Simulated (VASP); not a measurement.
Input of a VASP 6.6.1 run:

File POSCAR:

```
GaN
1.0
    0.0000000000      4.4979050831      4.4979050831
    4.4979050831      0.0000000000      4.4979050831
    4.4979050831      4.4979050831      0.0000000000
Ga N
8 8
Direct
    0.0079262455     -0.0005052352     -0.0002366657
   -0.0033960254      0.0103417033      0.4912493615
   -0.0006568613      0.5093941419     -0.0026482329
   -0.0075658555      0.5031054365      0.5090179667
    0.4979699346      0.0017191337     -0.0004950082
    0.5099397292     -0.0123551962      0.4958427221
    0.4940015316      0.4996512729      0.0032830840
    0.4973441988      0.4871410044      0.5087890824
    0.1140432025      0.1256450480      0.1326580906
    0.1331415379      0.1196394744      0.6189243545
    0.1371642995      0.6181166451      0.1199044867
    0.1144729581      0.6290153855      0.6141291221
    0.6308573542      0.1359743011      0.1175717340
    0.6260909130      0.1262973517      0.6254668447
    0.6414342781      0.6152572028      0.1373925169
    0.6248815722      0.6375603636      0.6100480000
```

File INCAR.step1:

```
SYSTEM = GaN
PREC = Accurate ; ENCUT = 520
ISMEAR = -1 ; SIGMA = 0.069
LREAL = Auto ; LASPH = .TRUE.
NELM = 100 ; NBANDS = 86
GGA = PE ; ALGO = Normal
EDIFF = 1E-4 ; LWAVE = .TRUE.
LCHARG = .FALSE.
```

INCAR.step2

```
SYSTEM = GaN
PREC = Accurate ; ENCUT = 520
EDIFF = 1E-6 ; ISMEAR = -1
SIGMA = 0.069 ; LREAL = Auto
LASPH = .TRUE. ; NELM = 100
ALGO = Normal ; ISIF = 2
LWAVE = .FALSE. ; LCHARG = .FALSE.
METAGGA = R2SCAN ; LMIXTAU = .TRUE.
NBANDS = 86 ; ISTART = 1
```

The input KPOINTS:

```
regular mesh
0
G
  4 4 4
  0 0 0
```

Potentials or basis: VASP PAW PBE potentials, release 64 (Ga_d, N).

The run is started by

```sh
$ cat potpaw_PBE.64/Ga_d/POTCAR potpaw_PBE.64/N/POTCAR > POTCAR
$ cp INCAR.step1 INCAR
$ mpirun -np 1 vasp_std > vasp.out
$ cp INCAR.step2 INCAR
$ mpirun -np 1 vasp_std > vasp.out
```

(1) What does it give for the largest force?

(2) Estimate the pressure.

Answers

(1) 2.500 eV/Å.

(2) 2.5 GPa.

Caveat: the atoms stand as in a frame of molecular dynamics; the structure was generated, so it needn't be the stable form of GaN; the PAW data sets were made with another functional, which shifts forces and pressure a little.
